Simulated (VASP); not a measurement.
Set up this calculation in VASP 6.6.1, as the native input.

```yaml
Task: single point
Functional: PBE
Potentials_or_basis: VASP PAW PBE potentials, release 64 (Cu, O)
Cutoff: 520 eV
k_mesh: 13 × 6 × 13
Occupations: gaussian, width 0.1 eV
Spin: no spin polarisation
Dipole_correction: no
Further_INCAR_settings: ALGO = Normal; EDIFF = 1e-06; NBANDS = 25; ISYM = 0
```

The structure of CuO lies in POSCAR:

```
CuO
1.0
    2.9486966760      0.0000000000      0.0000000000
   -2.9355750982      5.9356294329      0.0000000000
   -0.0129800027     -1.4648925324      2.5590493304
Cu O
2 2
Direct
    1.0076000000      0.0018500000      0.4961000000
    0.0076000000      0.5018500000      0.4961000000
    0.7575884497      0.2518500000      0.7460884497
    0.2576115503      0.7518500000      0.2461115503
```

The input as run:

INCAR

```
SYSTEM = CuO
PREC = Accurate
ENCUT = 520
EDIFF = 1E-6
ISMEAR = 0
SIGMA = 0.1
LREAL = .False.
LASPH = .True.
NELM = 80
ALGO = Normal
ISIF = 2
LWAVE = .False.
LCHARG = .True.
GGA = PE
LELF = .True.
LVHAR = .True.
NBANDS = 25
ISYM = 0
```

KPOINTS

```
Automatic mesh
0
Gamma
  13 6 13
  0 0 0
```

Potentials or basis: VASP PAW PBE potentials, release 64 (Cu, O).

Launch:

```sh
$ cat potpaw_PBE.64/Cu/POTCAR potpaw_PBE.64/O/POTCAR > POTCAR
$ mpirun -np 1 vasp_std > vasp.out
```

Results of the run:

```json
{"Pressure": "0.7 GPa", "Band gap on the k mesh": "zero (bands 17 and 18 overlap by 1.17 eV)"}
```

Caveat: semilocal functionals often make such compounds metallic where correlation or magnetic order opens a gap, which also shifts bond lengths.

Wall time 3.4 min on 1 thread of Intel(R) Xeon(R) 6975P-C (Granite Rapids), on a shared host, peak memory 0.55 GiB.
